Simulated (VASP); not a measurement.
A run of VASP 6.6.1 is set up as follows.

Contents of INCAR:

```
SYSTEM = InSe
PREC = Accurate
ENCUT = 520
EDIFF = 1E-7
ISMEAR = 0
SIGMA = 0.01
LREAL = .False.
LASPH = .True.
NELM = 100
ALGO = Normal
ISIF = 2
LWAVE = .False.
LCHARG = .True.
GGA = PE
LELF = .True.
LVHAR = .True.
NBANDS = 48
```

The input KPOINTS:

```
regular mesh
0
Gamma
  6 6 1
  0 0 0
```

File POSCAR:

```
InSe
1.0
    4.0500000000      0.0000000000      0.0000000000
   -2.0250000000      3.5074028900      0.0000000000
    0.0000000000      0.0000000000     16.9300000000
In Se
4 4
Direct
    0.3333333300      0.6666666700      0.1570000000
    0.6666666700      0.3333333300      0.6570000000
    0.3333333300      0.6666666700      0.3430000000
    0.6666666700      0.3333333300      0.8430000000
    0.3333333300      0.6666666700      0.6020000000
    0.6666666700      0.3333333300      0.1020000000
    0.3333333300      0.6666666700      0.8980000000
    0.6666666700      0.3333333300      0.3980000000
```

Potentials or basis: VASP PAW PBE potentials, release 64 (In_d, Se).

The run is started by

```sh
$ cat potpaw_PBE.64/In_d/POTCAR potpaw_PBE.64/Se/POTCAR > POTCAR
$ mpirun -np 1 vasp_std > vasp.out
```

Q: Estimate the largest force.

A: 2.875 eV/Å.

Q: What does it give for the band gap on the k mesh?

A: Zero (filled and empty bands overlap).

Q: What does it give for the pressure?

A: 7.7 GPa.

Stress tensor (GPa, compression positive):
```
10.65  0.00  0.00
 0.00 10.65  0.00
 0.00  0.00  1.88
```

Caveat: the k points lie up to 0.37 Å⁻¹ apart; spin-orbit coupling is left out, which moves the levels of the heavy elements; forces of over 1 eV/Å act on the atoms, so gaps and moduli don't describe the material at rest.
